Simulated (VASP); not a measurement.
# Al9C in VASP: single point with PBEsol

Aim: the single point of Al9C with PBEsol.

All numbers are computed with VASP 6.6.1; they aren't measurements. Logs are shortened: lines on timing, memory, paths and dates and some standing lists are left out, and cuts for length are marked.

### 1 The cell of the first run

The cell holds a slab with vacuum, 10 atoms: a = 2.836 Å, b = 2.836 Å, c = 34.138 Å, α = 90.00°, β = 90.00°, γ = 120.00°.

### 2 Single point, PBEsol

Contents of INCAR:

```
PREC = Accurate
ENCUT = 520
EDIFF = 1E-6
ISMEAR = 0
SIGMA = 0.1
LREAL = False
LASPH = True
NELM = 120
ALGO = Normal
ISIF = 2
LWAVE = False
LCHARG = True
LDIPOL = True
IDIPOL = 3
DIPOL = 0.5 0.5 0.422
GGA = PS
LELF = True
LVHAR = True
LVACPOTAV = True
NBANDS = 26
GGA_COMPAT = False
NELMDL = -8
```

Contents of KPOINTS:

```
Automatic mesh
0
Gamma
  12 12 1
```

Contents of POSCAR:

```
Al9C
1.0
    2.8360890835      0.0000000000      0.0000000000
   -1.4180445418      2.4561251937      0.0000000000
    0.0000000000      0.0000000000     34.1378328992
Al C
9 1
Direct
    0.3333333333      0.6666666667      0.1171720540
    0.0000000000      0.0000000000      0.1854391542
    0.6666666667      0.3333333333      0.2537062546
    0.0000000000      0.0000000000      0.3219733548
    0.3333333333      0.6666666667      0.3896661170
    0.0000000000      0.0000000000      0.4573304552
    0.6666666667      0.3333333333      0.5260691483
    0.0000000000      0.0000000000      0.5941774963
    0.3333333333      0.6666666667      0.6631303447
    0.3333333333      1.0000000000      0.7122009480
```

Potentials or basis: VASP PAW PBE potentials, release 64 (Al, C).

Started as:

```
$ cat potpaw_PBE.64/Al/POTCAR potpaw_PBE.64/C/POTCAR > POTCAR
$ mpirun -np 1 vasp_std > vasp.out
```

OUTCAR:

```text
PREC = Accurate
   ENCUT = 520
   EDIFF = 1E-6
   ISMEAR = 0
   LREAL = False
   LASPH = True
   NELM = 120
   ISIF = 2
   GGA = PS
   NELMDL = -8

 ion  position               nearest neighbor table
   1  0.333  0.667  0.117-   2 2.85   2 2.85   2 2.85
   2  0.000  0.000  0.185-   1 2.85   1 2.85   1 2.85   3 2.85   3 2.85   3 2.85
   3  0.667  0.333  0.254-   4 2.85   4 2.85   4 2.85   2 2.85   2 2.85   2 2.85
   4  0.000  0.000  0.322-   5 2.83   5 2.83   5 2.83   3 2.85   3 2.85   3 2.85
   5  0.333  0.667  0.390-   6 2.83   6 2.83   6 2.83   4 2.83   4 2.83   4 2.83
   6  0.000  0.000  0.457-   5 2.83   5 2.83   5 2.83   7 2.86   7 2.86   7 2.86
   7  0.667  0.333  0.526-   8 2.84   8 2.84   8 2.84   6 2.86   6 2.86   6 2.86
   8  0.000  0.000  0.594-   7 2.84   7 2.84   7 2.84   9 2.87   9 2.87   9 2.87
   9  0.333  0.667  0.663-  10 1.92  10 2.53   8 2.87   8 2.87   8 2.87
  10  0.333  0.000  0.712-   9 1.92   9 2.53

  LATTYP: Found a hexagonal cell.
 ALAT       =     2.8360890835
 C/A-ratio  =    12.0369395651

  Lattice vectors:

 A1 = (   2.8360890835,   0.0000000000,   0.0000000000)
 A2 = (  -1.4180445418,   2.4561251937,   0.0000000000)
 A3 = (   0.0000000000,   0.0000000000,  34.1378328992)

Analysis of symmetry for initial positions (statically):
=====================================================================
 Subroutine PRICEL returns:
 Original cell was already a primitive cell.

 Routine SETGRP: Setting up the symmetry group for a
 hexagonal supercell.

 Subroutine GETGRP returns: Found  1 space group operations
 (whereof  1 operations were pure point group operations)
 out of a pool of 24 trial point group operations.

The static configuration has the point symmetry C_1 .

Analysis of symmetry for dynamics (positions and initial velocities):
=====================================================================
 Subroutine PRICEL returns:
 Original cell was already a primitive cell.

 Routine SETGRP: Setting up the symmetry group for a
 hexagonal supercell.

 Subroutine GETGRP returns: Found  1 space group operations
 (whereof  1 operations were pure point group operations)
 out of a pool of 24 trial point group operations.

The dynamic configuration has the point symmetry C_1 .

 Subroutine INISYM returns: Found  1 space group operations
 (whereof  1 operations are pure point group operations),
 and found     1 'primitive' translations

----------------------------------------------------------------------------------------

                                     Primitive cell

  volume of cell :     237.7970

  direct lattice vectors                    reciprocal lattice vectors
     2.836089084  0.000000000  0.000000000     0.352598233  0.203572685  0.000000000
    -1.418044542  2.456125194  0.000000000     0.000000000  0.407145370  0.000000000
     0.000000000  0.000000000 34.137832899     0.000000000  0.000000000  0.029293014

  length of vectors
     2.836089084  2.836089084 34.137832899     0.407145370  0.407145370  0.029293014

  position of ions in fractional coordinates (direct lattice)
     0.333333333  0.666666667  0.117172054
     0.000000000  0.000000000  0.185439154
     0.666666667  0.333333333  0.253706255
     0.000000000  0.000000000  0.321973355
     0.333333333  0.666666667  0.389666117
     0.000000000  0.000000000  0.457330455
     0.666666667  0.333333333  0.526069148
     0.000000000  0.000000000  0.594177496
     0.333333333  0.666666667  0.663130345
     0.333333333  0.000000000  0.712200948

  ion indices of the primitive-cell ions
   primitive index   ion index
                 1           1
                 2           2
                 3           3
                 4           4
                 5           5
                 6           6
                 7           7
                 8           8
                 9           9
                10          10

----------------------------------------------------------------------------------------

 KPOINTS: Automatic mesh

Automatic generation of k-mesh.
 Grid dimensions read from file:
 generate k-points for:   12   12    1

 Generating k-lattice:

  Cartesian coordinates                     Fractional coordinates (reciprocal lattice)
     0.029383186  0.016964390  0.000000000     0.083333333 -0.000000000  0.000000000
     0.000000000  0.033928781  0.000000000     0.000000000  0.083333333  0.000000000
     0.000000000  0.000000000  0.029293014     0.000000000  0.000000000  1.000000000

  Length of vectors
     0.033928781  0.033928781  0.029293014

  Shift w.r.t. Gamma in fractional coordinates (k-lattice)
     0.000000000  0.000000000  0.000000000

 Subroutine IBZKPT returns following result:
 ===========================================

 Found     74 irreducible k-points:

 Following reciprocal coordinates:
            Coordinates               Weight
  0.000000  0.000000  0.000000      1.000000
  0.083333  0.000000  0.000000      2.000000
  0.000000  0.083333  0.000000      2.000000
 -0.083333  0.083333  0.000000      2.000000
  0.166667  0.000000  0.000000      2.000000
  0.000000  0.166667  0.000000      2.000000
[... 16 lines left out ...]
  0.166667  0.083333  0.000000      2.000000
 -0.083333  0.250000  0.000000      2.000000
 [... further k-points ...]
   k-points           NKPTS =     74   k-points in BZ     NKDIM =     74   number of bands    NBANDS=     26
   number of dos      NEDOS =    301   number of ions     NIONS =     10
   total plane-waves  NPLWV = 147456
   dimension x,y,z NGX =    24 NGY =   24 NGZ =  256
   dimension x,y,z NGXF=    48 NGYF=   48 NGZF=  512
   ions per type =               9   1
   NGX,Y,Z   is equivalent  to a cutoff of  14.07, 14.07, 12.47 a.u.
   NGXF,Y,Z  is equivalent  to a cutoff of  28.14, 28.14, 24.93 a.u.
 SYSTEM =  unknown system
   PREC   = accura    normal or accurate (medium, high low for compatibility)
   ISTART =      0    job   : 0-new  1-cont  2-samecut
   ICHARG =      2    charge: 1-file 2-atom 10-const
   ISPIN  =      1    spin polarized calculation?
   LNONCOLLINEAR =      F non collinear calculations
   LSORBIT =      F    spin-orbit coupling
   LASPH  =      T    aspherical Exc in radial PAW
   ENCUT  =  520.0 eV  38.22 Ry    6.18 a.u.   5.27  5.27 63.47*2*pi/ulx,y,z
   NELM   =    120;   NELMIN=  2; NELMDL= -8     # of ELM steps
   EDIFF  = 0.1E-05   stopping-criterion for ELM
   LREAL  =      F    real-space projection
   EDIFFG = 0.1E-04   stopping-criterion for IOM
   NSW    =      0    number of steps for IOM
   IBRION =     -1    ionic relax: 0-MD 1-quasi-New 2-CG
   NFREE  =      0    steps in history (QN), initial steepest desc. (CG)
   ISIF   =      2    stress and relaxation
   ISYM   =      2    0-nonsym 1-usesym 2-fastsym
   POTIM  = 0.5000    time-step for ionic-motion
   TEBEG  =    0.0;   TEEND  =   0.0 temperature during run
   PSTRESS=    0.0 pullay stress
   NELECT =      31.0000    total number of electrons
   NUPDOWN=      -1.0000    fix difference up-down
   EMIN   =  10.00;   EMAX   =-10.00  energy-range for DOS
   EFERMI =   0.00;   METHOD = LEGACY
   ISMEAR =     0;   SIGMA  =   0.10  broadening in eV -4-tet -1-fermi 0-gaus
   EFERMI_NEDOS =   21; number of points for ismear=-14 and -15
   IALGO  =     38    algorithm
   IMIX   =      4    mixing-type and parameters
     AMIX     =   0.40;   BMIX     =  1.00
     AMIX_MAG =   1.60;   BMIX_MAG =  1.00
  volume/ion in A,a.u.               =      23.78       160.47
  Fermi-wavevector in a.u.,A,eV,Ry     =   0.830093  1.568648  9.375149  0.689054
  Thomas-Fermi vector in A             =   1.942751
   LORBIT       =      0    0 simple, 1 ext, 2 COOP (PROOUT), +10 PAW based schemes
   GGA     = PS    functional components
   LHFCALC =     F    Hartree Fock is set to
   AEXX    =    0.0000 exact exchange contribution
   IVDW    =     0    specifies the selected vdW correction
   LEPSILON=     F    determine dielectric tensor
   LRPA    =     F    only Hartree local field effects (RPA)
 non-spin polarized calculation
 Gauss-broadening in eV      SIGMA  =   0.10
  energy-cutoff  :      520.00
  volume of cell :      237.80
 maximum number of plane-waves:      6440
 NGX is ok and might be reduce to    24
   NGX = 11   NGY = 11   NGZ =127

 number of electron      31.0000000 magnetization

 dipolmoment           0.000000      0.000000      0.123523 electrons x Angstroem

 Free energy of the ion-electron system (eV)
  ---------------------------------------------------
  ext. energy  EPLUGINS =         0.00000000
  ---------------------------------------------------
  free energy    TOTEN  =       -41.03023347 eV

  energy without entropy =      -41.01044943  energy(sigma->0) =      -41.02034145

 E-fermi :   3.1297     XC(G=0):  -7.2509

 val. band max:        3.1114804801   @ k =  -0.4167   0.5000   0.0000
 cond. band min:       3.1310581546   @ k =   0.5000   0.4167   0.0000
 fundamental gap:      0.0195776745
 Fermi energy:         3.1297202363

 k-point     1 :       0.0000    0.0000    0.0000
  band No.  band energies     occupation
      1      -8.9446      2.00000
      2      -8.0256      2.00000
      3      -7.7291      2.00000
      4      -7.3141      2.00000
      5      -6.7239      2.00000
      6      -5.9801      2.00000
[... 18 lines left out ...]
     25      12.7727      0.00000
     26      13.7211      0.00000

 k-point     2 :       0.0833    0.0000    0.0000
  band No.  band energies     occupation
      1      -8.8069      2.00000
      2      -7.8558      2.00000
      3      -7.5601      2.00000
      4      -7.1464      2.00000
      5      -6.5571      2.00000
      6      -5.8146      2.00000
[... 18 lines left out ...]
     25      11.6493      0.00000
[... 608 lines left out ...]
     25       8.7946      0.00000
     26       8.9477      0.00000

 k-point    24 :      -0.0833    0.2500    0.0000
  band No.  band energies     occupation
      1      -7.9952      2.00000
      2      -6.8408      2.00000
      3      -6.5504      2.00000
      4      -6.1436      2.00000
      5      -5.5600      2.00000
      6      -4.8257      2.00000
[... 18 lines left out ...]
     25       8.8167      0.00000
     26       8.9159      0.00000

 [... further k-points ...]
[... 5 lines left out ...]
  --------------------------------------------------------------------------------------
  -------------------------------------------------------------------------------------
  Total       -1.6076850     -1.4859556     -0.6539875     -0.1609856      1.9690485     -0.9388227
  in kB      -10.8319144    -10.0117526     -4.4062967     -1.0846542     13.2666321     -6.3253980
  external PRESSURE =      -8.4166546 kB  Pullay stress =       0.0000000 kB

 VOLUME and BASIS-vectors are now :
 -----------------------------------------------------------------------------
  energy-cutoff  :      520.00
  volume of cell :      237.80
      direct lattice vectors                 reciprocal lattice vectors
     2.836089084  0.000000000  0.000000000     0.352598233  0.203572685  0.000000000
    -1.418044542  2.456125194  0.000000000     0.000000000  0.407145370  0.000000000
     0.000000000  0.000000000 34.137832899     0.000000000  0.000000000  0.029293014

 POSITION                                       TOTAL-FORCE (eV/Angst)
 -----------------------------------------------------------------------------------
     -0.00000      1.63742      4.00000        -0.000809      0.000115     -0.015986
      0.00000      0.00000      6.33049         0.004643      0.000942      0.076204
      1.41804      0.81871      8.66098        -0.001978     -0.003764     -0.056731
      0.00000      0.00000     10.99147         0.005128      0.000362      0.012791
     -0.00000      1.63742     13.30236        -0.004358      0.003051     -0.012093
      0.00000      0.00000     15.61227         0.014635      0.002281      0.057858
      1.41804      0.81871     17.95886        -0.001874     -0.011144     -0.012926
      0.00000      0.00000     20.28393        -0.082532     -0.014030      0.038754
     -0.00000      1.63742     22.63783         0.657604     -1.113215     -0.090467
      0.94536      0.00000     24.31300        -0.590459      1.135402      0.002594
 -----------------------------------------------------------------------------------
    total drift:                               -0.000189      0.000377      0.003367

  FREE ENERGIE OF THE ION-ELECTRON SYSTEM (eV)
  ---------------------------------------------------
  free  energy   TOTEN  =       -41.0302334740 eV

  energy  without entropy=      -41.0104494313  energy(sigma->0) =      -41.02034145

 vacuum level on the upper side and lower side of the slab        10.318         7.124
```

It took 27 min on 1 thread of Oxide Virtual Turin-like, shared host; peak memory 0.57 GiB.

What came out:

| Item | Value |
| --- | --- |
| Free energy | -41.0302 eV |
| Largest force | 1.296 eV/Å |
| Band gap on the k mesh | zero (an odd number of electrons rules out a gap without spin polarisation) |

Forces in eV/Å, atoms in the order of the input:
```
Al  -0.001  0.000 -0.016
Al   0.005  0.001  0.076
Al  -0.002 -0.004 -0.057
Al   0.005  0.000  0.013
Al  -0.004  0.003 -0.012
Al   0.015  0.002  0.058
Al  -0.002 -0.011 -0.013
Al  -0.083 -0.014  0.039
Al   0.658 -1.113 -0.090
C   -0.590  1.135  0.003
```

Levels at points of the mesh, in eV from the Fermi level:
```
           k point  band 12  band 13  band 14  band 15  band 16  band 17  band 18  band 19
(0.00, 0.00, 0.00)    -2.42    -1.13     0.27     1.73     2.81     3.19     3.30     4.37
(0.50, 0.00, 0.00)    -2.95    -2.47    -2.23    -1.35    -1.25    -0.67    -0.22     0.26
(0.00, 0.50, 0.00)    -2.93    -2.56    -2.22    -1.68    -1.09    -0.59    -0.12     0.30
(0.50, 0.50, 0.00)    -2.97    -2.44    -2.32    -1.81    -1.10    -0.57    -0.18     0.31
```

Caveat: the PAW data sets were made with another functional, which shifts forces and pressure a little.
